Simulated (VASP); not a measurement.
Runs of VASP 6.6.1 on WF2. The structure is that of space group Fm-3m (No. 225), or close to it. The cells are those of the table. 

```tsv
task	cell	cutoff (eV)	gap on the mesh (eV)	pressure (GPa)
relaxation of cell and atoms	relaxed from a = 3.641 Å, angles 60.0°, 3 atoms	600	none	0.0
single point	a = 3.783 Å, angles 60.0°, 3 atoms	520	none	-13.3
single point	a = 3.714 Å, angles 60.0°, 3 atoms	520	none	-7.5
single point	a = 3.975 Å, angles 60.0°, 3 atoms	520	none	(b)
single point	a = 3.643 Å, angles 60.0°, 3 atoms	520	none	(a)
single point	a = 3.871 Å, angles 60.0°, 3 atoms	520	none	-18.5
```

Alike in all rows: level PBEsol; potentials or basis VASP PAW PBE potentials, release 64 (W_sv, F); no spin polarisation; k mesh 14 × 14 × 14; smearing gaussian 0.1 eV.

Task: Estimate the missing entries.

Result: (a) 0.9; (b) -22.1.

Caveats: the PAW data sets were made with another functional, which shifts forces and pressure a little; spin-orbit coupling is left out, which moves the levels of the heavy elements.

A k mesh can miss the band edges, and the runs leave out spin-orbit coupling on W.

A gap of «none» marks levels without a gap at the run's occupations.
